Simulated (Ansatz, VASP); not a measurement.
Si3C2: VASP beside Ansatz

```
Si C
1.0
     4.15000    0.00000    0.00000
     0.00000    4.15000    0.00000
     0.00000    0.00000    4.15000
Si C
3 2
Direct
  0.50000 0.00000 0.00000
  0.00000 0.50000 0.00000
  0.00000 0.00000 0.50000
  0.50000 0.50000 0.50000
  0.00000 0.00000 0.00000
```

Change from the starting cell: species swapped into the Tl2F3 type (Pm-3m, No. 221).

Alike in both runs: task relaxation of cell and atoms; functional PBE; k mesh 4 × 4 × 4; occupations gaussian, width 0.1 eV; no spin polarisation.

|  | VASP | Ansatz |
| --- | --- | --- |
| version | VASP 6.6.1 | Ansatz 0.2.0 |
| potentials or method | VASP PAW PBE potentials, release 64 (Si, C), cutoff 600 eV | scalar-relativistic, plane waves, PAW |
| valence electrons in the cell | 20 | 20 |

```csv
,VASP,Ansatz,Ansatz less VASP
"gap on the k mesh at the Fermi level, each at its own relaxed structure (eV)",none,none,-
relaxed volume (Å³/atom),12.91,12.93,+0.020
relaxed cell length with the largest relative difference (Å),4.011,4.013,+0.0021
```

A gap of «none» marks a metal or a gap that the smearing closes.

The k mesh is coarse, so the values compare programs but aren't converged.
